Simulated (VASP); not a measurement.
Wanted: the native input for a VASP 6.6.1 run.

```yaml
Task: relaxation of cell and atoms
Functional: PBE
Potentials_or_basis: VASP PAW PBE potentials, release 64 (Fe, Pb_d, O)
Cutoff: 600 eV
k_mesh: 5 × 5 × 4
Occupations: gaussian, width 0.2 eV
Spin: collinear spin, ferromagnetic start
Starting_moments: "[4.0, 4.0, 0.0, 0.0] μB"
Dipole_correction: no
Further_INCAR_settings: ALGO = Normal; EDIFF = 1e-06; IBRION = 2; EDIFFG = -0.08; NSW = 36; ISIF = 3
```

The structure of Fe2PbO lies in POSCAR:

```
Fe2PbO
1.0
    3.8028970900      0.0000000000      0.0000000000
    0.0000000000      3.8028970900      0.0000000000
    0.0000000000      0.0000000000      5.3203602700
Fe Pb O
2 1 1
Direct
    0.0000000000      0.5000000000      0.2224034200
    0.5000000000      0.0000000000      0.7775965800
    0.5000000000      0.5000000000      0.5000000000
    0.0000000000      0.0000000000      0.0000000000
```

The cell was generated, and may not be a known phase.

These files were run (other wordings do the same):

INCAR

```
SYSTEM = Fe2PbO
PREC = Accurate
ENCUT = 600
EDIFF = 1E-6
ISMEAR = 0
SIGMA = 0.2
LREAL = .False.
LASPH = .True.
NELM = 150
ALGO = Normal
ISIF = 3
LWAVE = .False.
LCHARG = .False.
ISPIN = 2
MAGMOM = 4 4 0 0
LORBIT = 11
LMAXMIX = 4
GGA = PE
IBRION = 2
NSW = 36
EDIFFG = -0.08
```

KPOINTS

```
regular mesh
0
Gamma
  5 5 4
  0 0 0
```

Potentials or basis: VASP PAW PBE potentials, release 64 (Fe, Pb_d, O).

Run with:

```console
$ cat potpaw_PBE.64/Fe/POTCAR potpaw_PBE.64/Pb_d/POTCAR potpaw_PBE.64/O/POTCAR > POTCAR
$ mpirun -np 1 vasp_std > vasp.out
```

Results of the run:

```json
{
  "Relaxed volume": "16.05 Å³/atom",
  "Relaxed cell": "a = 3.769 Å, b = 3.769 Å, c = 4.518 Å, α = 90.00°, β = 90.00°, γ = 90.00°",
  "Space group after relaxing (to 0.1 Å)": "P4/mmm (No. 123)",
  "Energy gained by relaxing": "940.2 meV/atom",
  "Ionic steps": "24",
  "Pressure after relaxing": "0.3 GPa",
  "Largest force after relaxing": "0.017 eV/Å",
  "Net moment": "4.83 μB per cell",
  "Site moments": "Fe +2.40; Pb -0.06; O +0.13 μB",
  "Valence electrons inside the program's atomic spheres": "Fe 7.14; Pb 12.02; O 5.04"
}
```

Caveat: the volume moved by over 15 % at a fixed basis, so the end points are rough; the run started ferromagnetic, and an antiferromagnetic order may lie lower in energy.

It took 13 min on 1 thread of Intel(R) Xeon(R) 6975P-C (Granite Rapids) (shared host), peak memory 0.3 GiB.
